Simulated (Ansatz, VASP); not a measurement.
## One calculation of MgO, two programs

File INCAR:

```
  PREC = Accurate
  ENCUT = 520
  EDIFF = 1E-6
  ISMEAR = 0
  SIGMA = 0.05
  LREAL = F
  LASPH = T
  NELM = 100
  ALGO = Normal
  ISIF = 2
  LWAVE = F
  LCHARG = F
  GGA = PE
  NBANDS = 16
```

KPOINTS

```
Automatic mesh
0
Gamma
  9 9 6
```

Contents of POSCAR:

```
MgO
1.0
    3.3453000000      0.0000000000      0.0000000000
   -1.6726500000      2.8971147833      0.0000000000
    0.0000000000      0.0000000000      4.3242000000
Mg O
2 2
Direct
    0.6666666667      0.3333333333      0.7500000000
    0.3333333333      0.6666666667      0.2500000000
    0.6666666667      0.3333333333      0.2500000000
    0.3333333333      0.6666666667      0.7500000000
```

Input for Ansatz:

```yaml
crystal:
  lattice:
    - [3.3453, 0.0, 0.0]
    - [-1.67265, 2.8971147833, 0.0]
    - [0.0, 0.0, 4.3242]
  atoms:
    - { symbol: Mg, position: [0.6666666667, 0.3333333333, 0.75] }
    - { symbol: Mg, position: [0.3333333333, 0.6666666667, 0.25] }
    - { symbol: O, position: [0.6666666667, 0.3333333333, 0.25] }
    - { symbol: O, position: [0.3333333333, 0.6666666667, 0.75] }
basis:
  ecutwfc: 520.0
kpoints:
  mp_grid: { grid: [9, 9, 6] }
hamiltonian:
  xc: pbe
  pseudopotentials: { kind: paw, azcp: { folder: soft_1 } }
scf:
  occupations: { method: gaussian, width: 0.05 }
output:
  forces: true
  stress: true
  eigenvalues: true
```

Alike in both runs: task single point; functional PBE; k mesh 9 × 9 × 6; occupations gaussian, width 0.05 eV; no spin polarisation.

```csv
,VASP,Ansatz
version,VASP 6.6.1,Ansatz 0.2.0
potentials or method,"VASP PAW PBE potentials, release 64 (Mg, O), cutoff 520 eV","scalar-relativistic, plane waves, PAW"
valence electrons in the cell,16,32
```

Ansatz gave:

- gap on the k mesh at the Fermi level (eV): 3.64
- least direct gap on the mesh (eV): 3.64
- pressure (GPa): 13.3
- traceless stress, the component that is largest in VASP (GPa): -9.82

Estimate VASP's values.

gap on the k mesh at the Fermi level (eV): 3.62; least direct gap on the mesh (eV): 3.62; pressure (GPa): 12.8; traceless stress, the component that is largest in VASP (GPa): -10.07.

VASP's potentials hold 16 valence electrons a cell and Ansatz's 32, so a difference there can come from the potentials and not from the codes.
